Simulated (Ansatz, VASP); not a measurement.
## Two plane-wave programs on CoO

INCAR

```
PREC     = Accurate       # precision mode
ENCUT    = 600            # plane-wave cutoff, eV
EDIFF    = 1E-6           # SCF threshold, eV
ISMEAR   = -1             # smearing method
SIGMA    = 0.05           # smearing width, eV
LREAL    = False          # projectors in reciprocal space
LASPH    = True           # aspherical terms in the spheres
NELM     = 200            # most SCF steps
ALGO     = Normal         # electronic algorithm
ISIF     = 2              # what is computed and relaxed
LWAVE    = False          # write WAVECAR
LCHARG   = False          # write CHGCAR
ISPIN    = 2              # spin polarisation
MAGMOM   = 2 0            # initial moments
LORBIT   = 11             # projections on sites
LMAXMIX  = 4              # l up to which the mixer works
GGA      = PS             # functional
NBANDS   = 22             # bands
GGA_COMPAT= False
```

The input KPOINTS:

```
regular mesh
0
Gamma
  10 10 10
```

POSCAR

```
CoO
1.0
    1.5805655677      0.9125399560      2.5317845992
   -1.5805655677      0.9125399560      2.5317845992
    0.0000000000     -1.8250799120      2.5317845992
Co O
1 1
Direct
    0.9989783200      0.9989783200      0.9989783200
    0.7510210300      0.7510210300      0.7510210300
```

The input input.yaml:

```yaml
crystal:
  lattice:
    - [1.5805655677, 0.912539956, 2.5317845992]
    - [-1.5805655677, 0.912539956, 2.5317845992]
    - [0.0, -1.825079912, 2.5317845992]
  atoms:
    - { symbol: Co, position: [0.99897832, 0.99897832, 0.99897832], spin: 2.0 }
    - { symbol: O, position: [0.75102103, 0.75102103, 0.75102103] }
hamiltonian:
  xc: pbesol
  pseudopotentials: { kind: paw }
magnetization:
  spin_polarized: true
kpoints:
  mp_grid: { grid: [10, 10, 10] }
scf:
  occupations: { method: fermi_dirac, width: 0.05 }
output:
  forces: true
  stress: true
  eigenvalues: true
```

Alike in both runs: task single point; functional PBEsol; k mesh 10 × 10 × 10; occupations fermi-dirac, width 0.05 eV; collinear spin.

```csv
,VASP,Ansatz
version,VASP 6.6.1,Ansatz 0.2.0
potentials or method,"VASP PAW PBE potentials, release 64 (Co_sv, O)",Ansatz PAW
plane-wave cutoff (eV),600,420
valence electrons in the cell,23,23
```

Ansatz gave:

| Quantity | Value |
| --- | --- |
| gap on the k mesh at the Fermi level (eV) | none |
| pressure (GPa) | -3.9 |
| traceless stress, the component that is largest in VASP (GPa) | 3.69 |
| rms of the force components (eV/Å) | 0.146 |
| net moment per atom (μB) | 1.28 |
| size of the moment on the site where the two differ most (μB) | 2.05 |

Which values does VASP return?

gap on the k mesh at the Fermi level (eV): none; pressure (GPa): -6.1; traceless stress, the component that is largest in VASP (GPa): 3.66; rms of the force components (eV/Å): 0.145; net moment per atom (μB): 1.28; size of the moment on the site where the two differ most (μB): 2.16.

VASP's potentials were made for PBE, not for PBEsol. Site moments also hang on the region over which each program counts them. Atom by atom the forces differ by 0.002 eV/Å (rms over components). A gap of «none» marks a metal or a gap that the smearing closes.
